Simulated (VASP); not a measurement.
Here is a VASP 6.6.1 calculation.

INCAR

```
PREC = Accurate
ENCUT = 520
EDIFF = 1E-7
ISMEAR = 0
SIGMA = 0.1
LREAL = False
LASPH = True
NELM = 150
ALGO = Fast
ISIF = 2
LWAVE = False
LCHARG = False
ISPIN = 2
MAGMOM = 2.33 2.33
LORBIT = 11
LMAXMIX = 4
GGA = PE
NBANDS = 20
```

Contents of KPOINTS:

```
regular mesh
0
Gamma
  8 8 4
```

POSCAR

```
Co
1.0
    1.7615432964     -1.7646753691      0.0000000000
    1.7615432964      1.7646753691      0.0000000000
    0.0000000000      0.0000000000      3.5157396046
Co
2
Direct
    0.7500002337      0.2499997663      0.2500000000
    0.2499997663      0.7500002337      0.7500000000
```

Potentials or basis: VASP PAW PBE potentials, release 64 (Co).

Launch:

```console
$ cat potpaw_PBE.64/Co/POTCAR > POTCAR
$ mpirun -np 1 vasp_std > vasp.out
```

(1) Predict the site moments.

(2) Predict the net moment.

## Answers

(1) Co +1.68 μB.

(2) 3.33 μB per cell.

Caveat: the k points lie up to 0.45 Å⁻¹ apart.
